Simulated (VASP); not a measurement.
# KF (I4mm) in VASP: notebook

The runs below take KF through single point, with PBEsol.

All numbers are computed with VASP 6.6.1; they aren't measurements. Logs are shortened: lines on timing, memory, paths and dates and some standing lists are left out, and cuts for length are marked.

## Step 1: The cell of the first run

Symmetry: I4mm, No. 107, tetragonal system. Conventional cell: a = 3.779 Å, b = 3.779 Å, c = 5.344 Å, α = 90.00°, β = 90.00°, γ = 90.00°. Within 2.9 Å of K (site symmetry 4mm) lie 5 F at 2.19 to 2.71 Å. Within 2.9 Å of F (site symmetry 4mm) lie 5 K at 2.19 to 2.71 Å.

## Step 2: Single point, PBEsol (shortest bond scaled by 0.82)

File INCAR:

```
PREC = Accurate
ENCUT = 520
EDIFF = 1E-6
ISMEAR = -1
SIGMA = 0.03
LREAL = False
LASPH = True
NELM = 80
ALGO = Normal
ISIF = 2
LWAVE = False
LCHARG = False
GGA = PS
NBANDS = 15
```

File KPOINTS:

```
Automatic mesh
0
Gamma
  8 8 8
```

File POSCAR:

```
KF
1.0
    0.0000000000      2.6718500000      2.6718500000
    2.6718500000      0.0000000000      2.6718500000
    2.6718500000      2.6718500000      0.0000000000
K F
1 1
Direct
   -0.0450000000     -0.0450000000      0.0450000000
    0.5450000000      0.5450000000      0.4550000000
```

Potentials or basis: VASP PAW PBE potentials, release 64 (K_sv, F).

Run with:

```bash
$ cat potpaw_PBE.64/K_sv/POTCAR potpaw_PBE.64/F/POTCAR > POTCAR
$ mpirun -np 1 vasp_std > vasp.out
```

OUTCAR:

```text
PREC = Accurate
   ENCUT = 520
   EDIFF = 1E-6
   ISMEAR = -1
   LREAL = False
   LASPH = True
   NELM = 80
   ISIF = 2
   GGA = PS

 ion  position               nearest neighbor table
   1  0.955  0.955  0.045-   2 2.19   2 2.71   2 2.71   2 2.71   2 2.71
   2  0.545  0.545  0.455-   1 2.19   1 2.71   1 2.71   1 2.71   1 2.71

  LATTYP: Found a face centered cubic cell.
 ALAT       =     5.3437000000

  Lattice vectors:

 A1 = (   0.0000000000,   2.6718500000,   2.6718500000)
 A2 = (   2.6718500000,   0.0000000000,   2.6718500000)
 A3 = (   2.6718500000,   2.6718500000,   0.0000000000)

Analysis of symmetry for initial positions (statically):
=====================================================================
 Subroutine PRICEL returns:
 Original cell was already a primitive cell.

 Routine SETGRP: Setting up the symmetry group for a
 face centered cubic supercell.

 Subroutine GETGRP returns: Found  8 space group operations
 (whereof  8 operations were pure point group operations)
 out of a pool of 48 trial point group operations.

The static configuration has the point symmetry C_4v.

Analysis of symmetry for dynamics (positions and initial velocities):
=====================================================================
 Subroutine PRICEL returns:
 Original cell was already a primitive cell.

 Routine SETGRP: Setting up the symmetry group for a
 face centered cubic supercell.

 Subroutine GETGRP returns: Found  8 space group operations
 (whereof  8 operations were pure point group operations)
 out of a pool of 48 trial point group operations.

The dynamic configuration has the point symmetry C_4v.

 Subroutine INISYM returns: Found  8 space group operations
 (whereof  8 operations are pure point group operations),
 and found     1 'primitive' translations

----------------------------------------------------------------------------------------

                                     Primitive cell

  volume of cell :      38.1475

  direct lattice vectors                    reciprocal lattice vectors
     0.000000000  2.671850000  2.671850000    -0.187136254  0.187136254  0.187136254
     2.671850000  0.000000000  2.671850000     0.187136254 -0.187136254  0.187136254
     2.671850000  2.671850000  0.000000000     0.187136254  0.187136254 -0.187136254

  length of vectors
     3.778566507  3.778566507  3.778566507     0.324129500  0.324129500  0.324129500

  position of ions in fractional coordinates (direct lattice)
     0.955000000  0.955000000  0.045000000
     0.545000000  0.545000000  0.455000000

  ion indices of the primitive-cell ions
   primitive index   ion index
                 1           1
                 2           2

----------------------------------------------------------------------------------------

 KPOINTS: Automatic mesh

Automatic generation of k-mesh.
 Grid dimensions read from file:
 generate k-points for:    8    8    8

 Generating k-lattice:

  Cartesian coordinates                     Fractional coordinates (reciprocal lattice)
    -0.023392032  0.023392032  0.023392032     0.125000000  0.000000000  0.000000000
     0.023392032 -0.023392032  0.023392032     0.000000000  0.125000000  0.000000000
     0.023392032  0.023392032 -0.023392032     0.000000000  0.000000000  0.125000000

  Length of vectors
     0.040516187  0.040516187  0.040516187

  Shift w.r.t. Gamma in fractional coordinates (k-lattice)
     0.000000000  0.000000000  0.000000000

 Subroutine IBZKPT returns following result:
 ===========================================

 Found     59 irreducible k-points:

 Following reciprocal coordinates:
            Coordinates               Weight
  0.000000  0.000000  0.000000      1.000000
  0.125000  0.000000  0.000000      8.000000
  0.250000  0.000000  0.000000      8.000000
  0.375000  0.000000  0.000000      8.000000
  0.500000  0.000000  0.000000      4.000000
  0.125000  0.125000  0.000000      2.000000
[... 16 lines left out ...]
  0.000000  0.375000  0.250000     16.000000
  0.500000  0.250000  0.000000      8.000000
 [... further k-points ...]
   k-points           NKPTS =     59   k-points in BZ     NKDIM =     59   number of bands    NBANDS=     15
   number of dos      NEDOS =    301   number of ions     NIONS =      2
   total plane-waves  NPLWV =  21952
   dimension x,y,z NGX =    28 NGY =   28 NGZ =   28
   dimension x,y,z NGXF=    56 NGYF=   56 NGZF=   56
   ions per type =               1   1
   NGX,Y,Z   is equivalent  to a cutoff of  12.32, 12.32, 12.32 a.u.
   NGXF,Y,Z  is equivalent  to a cutoff of  24.64, 24.64, 24.64 a.u.
 SYSTEM =  unknown system
   PREC   = accura    normal or accurate (medium, high low for compatibility)
   ISTART =      0    job   : 0-new  1-cont  2-samecut
   ICHARG =      2    charge: 1-file 2-atom 10-const
   ISPIN  =      1    spin polarized calculation?
   LNONCOLLINEAR =      F non collinear calculations
   LSORBIT =      F    spin-orbit coupling
   LASPH  =      T    aspherical Exc in radial PAW
   ENCUT  =  520.0 eV  38.22 Ry    6.18 a.u.   7.03  7.03  7.03*2*pi/ulx,y,z
   NELM   =     80;   NELMIN=  2; NELMDL= -5     # of ELM steps
   EDIFF  = 0.1E-05   stopping-criterion for ELM
   LREAL  =      F    real-space projection
   EDIFFG = 0.1E-04   stopping-criterion for IOM
   NSW    =      0    number of steps for IOM
   IBRION =     -1    ionic relax: 0-MD 1-quasi-New 2-CG
   NFREE  =      0    steps in history (QN), initial steepest desc. (CG)
   ISIF   =      2    stress and relaxation
   ISYM   =      2    0-nonsym 1-usesym 2-fastsym
   POTIM  = 0.5000    time-step for ionic-motion
   TEBEG  =    0.0;   TEEND  =   0.0 temperature during run
   PSTRESS=    0.0 pullay stress
   NELECT =      16.0000    total number of electrons
   NUPDOWN=      -1.0000    fix difference up-down
   EMIN   =  10.00;   EMAX   =-10.00  energy-range for DOS
   EFERMI =   0.00;   METHOD = LEGACY
   ISMEAR =    -1;   SIGMA  =   0.03  broadening in eV -4-tet -1-fermi 0-gaus
   EFERMI_NEDOS =   21; number of points for ismear=-14 and -15
   IALGO  =     38    algorithm
   IMIX   =      4    mixing-type and parameters
     AMIX     =   0.40;   BMIX     =  1.00
     AMIX_MAG =   1.60;   BMIX_MAG =  1.00
  volume/ion in A,a.u.               =      19.07       128.72
  Fermi-wavevector in a.u.,A,eV,Ry     =   1.225442  2.315750 20.431978  1.501708
  Thomas-Fermi vector in A             =   2.360480
   LORBIT       =      0    0 simple, 1 ext, 2 COOP (PROOUT), +10 PAW based schemes
   GGA     = PS    functional components
   LHFCALC =     F    Hartree Fock is set to
   AEXX    =    0.0000 exact exchange contribution
   IVDW    =     0    specifies the selected vdW correction
   LEPSILON=     F    determine dielectric tensor
   LRPA    =     F    only Hartree local field effects (RPA)
 non-spin polarized calculation
  energy-cutoff  :      520.00
  volume of cell :       38.15
 maximum number of plane-waves:      1036
   NGX = 13   NGY = 13   NGZ = 13

 number of electron      16.0000002 magnetization

 Free energy of the ion-electron system (eV)
  ---------------------------------------------------
  ext. energy  EPLUGINS =         0.00000000
  ---------------------------------------------------
  free energy    TOTEN  =        -8.24343837 eV

  energy without entropy =       -8.24343837  energy(sigma->0) =       -8.24343837

 E-fermi :  -2.1053     XC(G=0):  -8.5510

 val. band max:       -2.8890973454   @ k =   0.3750   0.1250   0.5000
 cond. band min:       3.0579951478   @ k =   0.0000   0.0000   0.0000
 fundamental gap:      5.9470924931
 Fermi energy:        -2.1052516117

 k-point     1 :       0.0000    0.0000    0.0000
  band No.  band energies     occupation
      1     -28.7577      2.00000
      2     -21.5534      2.00000
      3     -12.0865      2.00000
      4     -12.0382      2.00000
      5     -12.0382      2.00000
      6      -3.1310      2.00000
      7      -3.1310      2.00000
      8      -2.9571      2.00000
      9       3.0580      0.00000
     10       7.8533      0.00000
     11       8.1861      0.00000
     12       8.1861      0.00000
     13       9.4973      0.00000
     14      10.1888      0.00000
     15      13.5983      0.00000

 k-point     2 :       0.1250    0.0000    0.0000
  band No.  band energies     occupation
      1     -28.7416      2.00000
      2     -21.5728      2.00000
      3     -12.1317      2.00000
      4     -12.0473      2.00000
      5     -12.0433      2.00000
      6      -3.2385      2.00000
      7      -3.1593      2.00000
      8      -2.9946      2.00000
      9       3.4822      0.00000
     10       7.6527      0.00000
     11       8.1889      0.00000
     12       8.2910      0.00000
     13       9.6875      0.00000
     14      10.3581      0.00000
     15      14.3935      0.00000

 k-point     3 :       0.2500    0.0000    0.0000
  band No.  band energies     occupation
      1     -28.7023      2.00000
      2     -21.6185      2.00000
      3     -12.2168      2.00000
      4     -12.0791      2.00000
      5     -12.0690      2.00000
      6      -3.4743      2.00000
      7      -3.2284      2.00000
      8      -3.0700      2.00000
      9       4.5409      0.00000
     10       7.1782      0.00000
     11       8.5692      0.00000
     12       8.6074      0.00000
     13      10.1619      0.00000
     14      10.7752      0.00000
     15      15.5581      0.00000
[... 343 lines left out ...]
 k-point    23 :       0.0000    0.3750    0.2500
  band No.  band energies     occupation
      1     -28.6598      2.00000
      2     -21.6258      2.00000
      3     -12.4209      2.00000
      4     -12.1860      2.00000
      5     -12.1488      2.00000
      6      -3.4481      2.00000
      7      -3.2745      2.00000
      8      -2.9505      2.00000
      9       5.7997      0.00000
     10       6.3766      0.00000
     11       8.6314      0.00000
     12       9.8658      0.00000
     13      10.3059      0.00000
     14      11.2208      0.00000
     15      14.7154      0.00000

 k-point    24 :       0.5000    0.2500    0.0000
  band No.  band energies     occupation
      1     -28.6262      2.00000
      2     -21.6855      2.00000
      3     -12.4354      2.00000
      4     -12.2182      2.00000
      5     -12.1941      2.00000
      6      -3.3839      2.00000
      7      -3.1801      2.00000
      8      -3.0609      2.00000
      9       6.0062      0.00000
     10       6.4719      0.00000
     11       8.9190      0.00000
     12       9.9510      0.00000
     13      11.1164      0.00000
     14      11.7707      0.00000
     15      13.1501      0.00000

 [... further k-points ...]

------------------------ aborting loop because EDIFF is reached ----------------------------------------

  FORCE on cell =-STRESS in cart. coord.  units (eV):
  Direction    XX          YY          ZZ          XY          YZ          ZX
  --------------------------------------------------------------------------------------
  -------------------------------------------------------------------------------------
  Total       -0.2275273     -0.2275273      3.1661887      0.0000000      0.0000000      0.0000000
  in kB       -9.5560378     -9.5560378    132.9784171      0.0000000      0.0000000      0.0000000
  external PRESSURE =      37.9554472 kB  Pullay stress =       0.0000000 kB

 VOLUME and BASIS-vectors are now :
 -----------------------------------------------------------------------------
  energy-cutoff  :      520.00
  volume of cell :       38.15
      direct lattice vectors                 reciprocal lattice vectors
     0.000000000  2.671850000  2.671850000    -0.187136254  0.187136254  0.187136254
     2.671850000  0.000000000  2.671850000     0.187136254 -0.187136254  0.187136254
     2.671850000  2.671850000  0.000000000     0.187136254  0.187136254 -0.187136254

 POSITION                                       TOTAL-FORCE (eV/Angst)
 -----------------------------------------------------------------------------------
      2.67185      2.67185      5.10323         0.000000      0.000000      1.663364
      2.67185      2.67185      2.91232         0.000000      0.000000     -1.663364
 -----------------------------------------------------------------------------------
    total drift:                               -0.000000     -0.000000     -0.000291

  FREE ENERGIE OF THE ION-ELECTRON SYSTEM (eV)
  ---------------------------------------------------
  free  energy   TOTEN  =        -8.2434383749 eV

  energy  without entropy=       -8.2434383749  energy(sigma->0) =       -8.24343837
```

Run time: 53 s. Hardware: 1 thread of Intel Xeon Platinum 8175M at 2.50GHz (Skylake/Cascade Lake), shared host; peak memory 0.17 GiB.

Results:

```
Free energy            : -8.2434 eV
Pressure               : 3.8 GPa
Largest force          : 1.663 eV/Å
Band gap on the k mesh : 5.95 eV (least direct gap 6.02 eV)
```

Forces in eV/Å, atoms in the order of the input:
```
K    0.000  0.000  1.663
F    0.000  0.000 -1.663
```

Levels at points of the mesh, in eV from the valence-band top:
```
           k point  band 5  band 6  band 7  band 8  band 9  band 10  band 11  band 12
(0.00, 0.00, 0.00)   -9.15   -0.24   -0.24   -0.07    5.95    10.74    11.08    11.08
(0.50, 0.00, 0.00)   -9.21   -0.86   -0.44   -0.29    8.90    10.17    12.07    12.20
(0.50, 0.50, 0.00)   -9.40   -0.15   -0.15   -0.04    8.12     9.52    11.55    13.74
(0.00, 0.50, 0.50)   -9.36   -0.40   -0.31   -0.01    8.68     9.89    11.69    13.82
```

Caveat: the cell differs from its parent crystal (shortest bond scaled by 0.82); the cell stands under pressure; the PAW data sets were made with another functional, which shifts forces and pressure a little. A k mesh can miss the band edges.

## Step 3: Single point, PBEsol (shortest bond scaled by 0.76)

File INCAR:

```
PREC = Accurate ; ENCUT = 520
EDIFF = 1E-6 ; ISMEAR = -1
SIGMA = 0.03 ; LREAL = False
LASPH = True ; NELM = 80
ALGO = Normal ; ISIF = 2
LWAVE = False ; LCHARG = False
GGA = PS ; NBANDS = 15
```

File KPOINTS:

```
regular mesh
0
Gamma
  8 8 8
```

File POSCAR:

```
KF
1.0
    0.0000000000      2.6718500000      2.6718500000
    2.6718500000      0.0000000000      2.6718500000
    2.6718500000      2.6718500000      0.0000000000
K F
1 1
Direct
   -0.0600000000     -0.0600000000      0.0600000000
    0.5600000000      0.5600000000      0.4400000000
```

Potentials or basis: VASP PAW PBE potentials, release 64 (K_sv, F).

Run with:

```bash
$ cat potpaw_PBE.64/K_sv/POTCAR potpaw_PBE.64/F/POTCAR > POTCAR
$ mpirun -np 1 vasp_std > vasp.out
```

Run time: 55 s. Hardware: 1 thread of Intel Xeon Platinum 8175M at 2.50GHz (Skylake/Cascade Lake), shared host; peak memory 0.17 GiB.

Results (log left out):

```yaml
Free_energy: -7.8437 eV
Pressure: 8.8 GPa
Largest_force: 3.530 eV/Å
Band_gap_on_the_k_mesh: 5.73 eV (least direct gap 5.91 eV)
```

Forces on the atoms (eV/Å):
```
K    0.000  0.000  3.530
F    0.000  0.000 -3.530
```

Stress tensor (GPa, compression positive):
```
-0.99  0.00  0.00
 0.00 -0.99  0.00
 0.00  0.00 28.50
```

Levels at points of the mesh, in eV from the valence-band top:
| k point | band 4 | band 5 | band 6 | band 7 | band 8 | band 9 | band 10 | band 11 | band 12 | band 13 |
| --- | --- | --- | --- | --- | --- | --- | --- | --- | --- | --- |
| (0.00, 0.00, 0.00) | -9.18 | -9.18 | -0.60 | -0.60 | -0.17 | 5.73 | 10.68 | 11.28 | 11.28 | 12.30 |
| (0.50, 0.00, 0.00) | -9.32 | -9.26 | -1.08 | -0.69 | -0.33 | 8.68 | 9.99 | 11.94 | 12.06 | 13.71 |
| (0.50, 0.50, 0.00) | -9.46 | -9.46 | -0.39 | -0.39 | -0.02 | 8.00 | 8.87 | 11.43 | 13.71 | 14.16 |
| (0.00, 0.50, 0.50) | -9.42 | -9.38 | -0.83 | -0.54 | -0.05 | 8.97 | 9.52 | 11.52 | 13.86 | 14.20 |

Caveat: the cell differs from its parent crystal (shortest bond scaled by 0.76); the cell stands under pressure; the PAW data sets were made with another functional, which shifts forces and pressure a little. A k mesh can miss the band edges.

## Step 4: Single point, PBEsol (shortest bond scaled by 0.7)

File INCAR:

```
SYSTEM = KF
PREC     = Accurate       ! precision mode
ENCUT    = 520            ! plane-wave cutoff, eV
EDIFF    = 1E-7           ! SCF threshold, eV
ISMEAR   = -1             ! smearing method
SIGMA    = 0.03           ! smearing width, eV
LREAL    = .FALSE.        ! projectors in reciprocal space
LASPH    = .TRUE.         ! aspherical terms in the spheres
NELM     = 80             ! most SCF steps
ALGO     = Normal         ! electronic algorithm
ISIF     = 2              ! what is computed and relaxed
LWAVE    = .FALSE.        ! write WAVECAR
LCHARG   = .FALSE.        ! write CHGCAR
GGA      = PS             ! functional
NBANDS   = 15             ! bands
```

File KPOINTS:

```
regular mesh
0
G
  8 8 8
  0 0 0
```

File POSCAR:

```
KF
1.0
    0.0000000000      2.6718500000      2.6718500000
    2.6718500000      0.0000000000      2.6718500000
    2.6718500000      2.6718500000      0.0000000000
K F
1 1
Direct
   -0.0750000000     -0.0750000000      0.0750000000
    0.5750000000      0.5750000000      0.4250000000
```

Run with:

```bash
$ cat potpaw_PBE.64/K_sv/POTCAR potpaw_PBE.64/F/POTCAR > POTCAR
$ mpirun -np 1 vasp_std > vasp.out
```

It took 52 s on 1 thread of Intel Xeon Platinum 8175M at 2.50GHz (Skylake/Cascade Lake), shared host; peak memory 0.17 GiB.

Results (log left out):

```
Free energy            : -7.0214 eV
Pressure               : 17.6 GPa
Largest force          : 7.100 eV/Å
Band gap on the k mesh : 5.36 eV (least direct gap 5.64 eV)
```

Forces in eV/Å, atoms in the order of the input:
```
K    0.000  0.000  7.100
F    0.000  0.000 -7.100
```

Stress tensor (GPa, compression positive):
```
-0.83  0.00  0.00
 0.00 -0.83  0.00
 0.00  0.00 54.57
```

Levels at points of the mesh, in eV from the valence-band top:
```csv
k point,band 4,band 5,band 6,band 7,band 8,band 9,band 10,band 11,band 12,band 13
"(0.00, 0.00, 0.00)",-9.32,-9.32,-1.21,-1.21,-0.27,5.36,10.50,11.45,11.45,12.10
"(0.50, 0.00, 0.00)",-9.48,-9.42,-1.52,-1.18,-0.40,8.29,9.75,11.65,11.76,13.42
"(0.50, 0.50, 0.00)",-9.63,-9.63,-0.85,-0.85,-0.01,7.74,8.05,11.19,13.57,13.87
"(0.00, 0.50, 0.50)",-9.59,-9.51,-1.50,-0.97,-0.10,8.99,9.22,11.10,13.81,14.02
```

Caveat: the cell differs from its parent crystal (shortest bond scaled by 0.7); the cell stands under pressure; the PAW data sets were made with another functional, which shifts forces and pressure a little. A k mesh can miss the band edges.

## Step 5: Summary

```tsv
cell	gap on the mesh (eV)	pressure (GPa)	largest force (eV/Å)
as given, shortest bond scaled by 0.82	5.95	3.8	1.66
as given, shortest bond scaled by 0.76	5.73	8.8	3.53
as given, shortest bond scaled by 0.7	5.36	17.6	7.10
```

Some of these runs hold the atoms at other places in the same cell, which the table doesn't show; runs alike in all that it shows share one row.

Alike in all rows: task single point; level PBEsol; potentials or basis VASP PAW PBE potentials, release 64 (K_sv, F); no spin polarisation; k mesh 8 × 8 × 8; cutoff (eV) 520; smearing fermi-dirac 0.03 eV.

Caveats: the cell stands under pressure; the PAW data sets were made with another functional, which shifts forces and pressure a little.

Absolute energies hang on the potentials; compare differences alone.
